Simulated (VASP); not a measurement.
A run of VASP 6.6.1 is set up as follows.

File INCAR:

```
  PREC = Accurate
  ENCUT = 600
  EDIFF = 1E-6
  ISMEAR = -1
  SIGMA = 0.05
  LREAL = F
  LASPH = T
  NELM = 60
  ALGO = Normal
  ISIF = 8
  LWAVE = F
  LCHARG = F
  GGA = CA
  IBRION = 2
  NSW = 80
  EDIFFG = -0.01
```

Contents of KPOINTS:

```
regular mesh
0
Gamma
  9 9 9
```

The input POSCAR:

```
BePd
1.0
    2.8130000000      0.0000000000      0.0000000000
    0.0000000000      2.8130000000      0.0000000000
    0.0000000000      0.0000000000      2.8130000000
Be Pd
1 1
Direct
    0.0000000000      0.0000000000      0.0000000000
    0.5000000000      0.5000000000      0.5000000000
```

Potentials or basis: VASP PAW LDA potentials, release 64 (Be, Pd).

Command:

```console
$ cat potpaw_LDA.64/Be/POTCAR potpaw_LDA.64/Pd/POTCAR > POTCAR
$ mpirun -np 1 vasp_std > vasp.out
```

**Question.** Estimate the relaxed cell.

**Answer.** a = 2.776 Å, b = 2.776 Å, c = 2.776 Å, α = 90.00°, β = 90.00°, γ = 90.00°.

**Question.** What does it give for the space group after relaxing (to 0.05 Å)?

**Answer.** Pm-3m (No. 221).

**Question.** What does it give for the band gap on the k mesh?

**Answer.** Zero (band 6 reaches 13.91 eV, above the bottom of band 7 at 9.56 eV).

The path:
```csv
step,energy change (eV),largest force (eV/Å),pressure (GPa),volume (Å³)
1,0.0000,0.0000,-7.60,22.26
2,-0.0019,0.0000,8.36,20.60
3,-0.0216,0.0000,-0.04,21.39
```

LDA usually gives volumes a few per cent too small. Zero-point motion and thermal expansion aren't in these numbers.
